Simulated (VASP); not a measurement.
**Cu: single point with PBEsol**

Crystal: Cu.

```
CELL_PARAMETERS angstrom
-1.35677 1.35677 1.35677
1.35677 -1.35677 1.35677
1.35677 1.35677 -1.35677
ATOMIC_POSITIONS crystal
Cu 0.00000 0.00000 0.00000
```

This cell differs from its parent crystal: volume scaled by 0.88.

```yaml
Program: VASP 6.6.1
Task: single point
Functional: PBEsol
Potentials_or_basis: VASP PAW PBE potentials, release 64 (Cu)
Cutoff: 520 eV
k_mesh: 17 × 17 × 17
Occupations: fermi-dirac, width 0.1 eV
Spin: no spin polarisation
```

```yaml
Pressure: 30.1 GPa
```

Levels at points of the mesh, in eV from the Fermi level:
| k point | band 3 | band 4 | band 5 | band 6 | band 7 | band 8 | band 9 | band 10 |
| --- | --- | --- | --- | --- | --- | --- | --- | --- |
| (0.00, 0.00, 0.00) | -3.69 | -3.69 | -2.38 | -2.38 | 26.66 | 26.66 | 26.66 | 31.62 |

Wall time 6.5 s on 1 thread of Intel(R) Xeon(R) 6975P-C (Granite Rapids), on a shared host, peak memory 0.13 GiB.

Caveat: the PAW data sets were made with another functional, which shifts forces and pressure a little.
